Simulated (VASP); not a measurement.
Wanted: the native input for a VASP 6.6.1 run.

```yaml
Task: single point
Functional: PBE
Potentials_or_basis: VASP PAW PBE potentials, release 64 (Si, C)
Cutoff: 520 eV
k_mesh: 12 × 12 × 4
Occupations: gaussian, width 0.01 eV
Spin: no spin polarisation
Dipole_correction: no
Further_INCAR_settings: ALGO = Normal; EDIFF = 1e-07; NBANDS = 16
```

The structure of SiC lies in POSCAR:

```
SiC
1.0
    3.0760000000      0.0000000000      0.0000000000
   -1.5380000000      2.6638940000      0.0000000000
    0.0000000000      0.0000000000      5.0480000000
Si C
2 2
Direct
    0.3333333333      0.6666666667      0.0000000000
    0.6666666667      0.3333333333      0.5000000000
    0.3333333333      0.6666666667      0.3850000000
    0.6666666667      0.3333333333      0.8850000000
```

The input as run:

INCAR

```
  ALGO = Normal
  EDIFF = 1E-7
  ENCUT = 520
  GGA = PE
  ISIF = 2
  ISMEAR = 0
  LASPH = T
  LCHARG = F
  LREAL = F
  LWAVE = F
  NBANDS = 16
  NELM = 80
  PREC = Accurate
  SIGMA = 0.01
```

KPOINTS

```
k-points
0
Gamma
  12 12 4
```

Potentials or basis: VASP PAW PBE potentials, release 64 (Si, C).

Run with:

```sh
$ cat potpaw_PBE.64/Si/POTCAR potpaw_PBE.64/C/POTCAR > POTCAR
$ mpirun -np 1 vasp_std > vasp.out
```

It gave:

The pressure is 3.6 GPa, the largest force is 0.752 eV/Å and the band gap on the k mesh is 2.32 eV (least direct gap 4.08 eV).

Caveat: the cell stands under pressure.

Run time: 17 s on 1 thread of Intel(R) Xeon(R) Platinum 8488C (Sapphire Rapids), on a shared host, peak memory 0.17 GiB.
